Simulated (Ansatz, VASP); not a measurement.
One calculation of InSb, two programs

File INCAR:

```
  PREC = Accurate
  ENCUT = 520
  EDIFF = 1E-7
  ISMEAR = 0
  SIGMA = 0.15
  LREAL = False
  LASPH = True
  NELM = 100
  ALGO = Normal
  ISIF = 2
  LWAVE = False
  LCHARG = False
  GGA = PE
  NBANDS = 16
```

KPOINTS

```
regular mesh
0
Gamma
  14 14 14
```

The input POSCAR:

```
InSb
1.0
    0.0000000000      3.0751837979      3.0751837979
    3.0751837979      0.0000000000      3.0751837979
    3.0751837979      3.0751837979      0.0000000000
In Sb
1 1
Direct
    0.0000000000      0.0000000000      0.0000000000
    0.5000000000      0.5000000000      0.5000000000
```

Input for Ansatz:

```yaml
crystal:
  lattice:
    - [0.0, 3.0751837979, 3.0751837979]
    - [3.0751837979, 0.0, 3.0751837979]
    - [3.0751837979, 3.0751837979, 0.0]
  atoms:
    - { symbol: In, position: [0.0, 0.0, 0.0] }
    - { symbol: Sb, position: [0.5, 0.5, 0.5] }
basis:
  ecutwfc: 420
kpoints:
  mp_grid: { grid: [14, 14, 14] }
hamiltonian:
  xc: pbe
  pseudopotentials: { kind: paw, azcp: { folder: soft_1 } }
scf:
  occupations: { method: gaussian, width: 0.15 }
output:
  forces: true
  stress: true
  eigenvalues: true
```

Alike in both runs: task single point; functional PBE; k mesh 14 × 14 × 14; occupations gaussian, width 0.15 eV; no spin polarisation.

```csv
,VASP,Ansatz
version,VASP 6.6.1,Ansatz 0.2.0
potentials or method,"VASP PAW PBE potentials, release 64 (In_d, Sb), cutoff 520 eV","scalar-relativistic, plane waves, PAW"
valence electrons in the cell,18,28
```

|  | VASP | Ansatz | Ansatz less VASP |
| --- | --- | --- | --- |
| gap on the k mesh at the Fermi level (eV) | none | none | - |
| pressure (GPa) | -0.1 | 0.0 | +0.02 |

A gap of «none» marks a metal or a gap that the smearing closes. VASP's potentials hold 18 valence electrons a cell and Ansatz's 28, so a difference there can come from the potentials and not from the codes.

Neither program's run includes spin-orbit coupling.
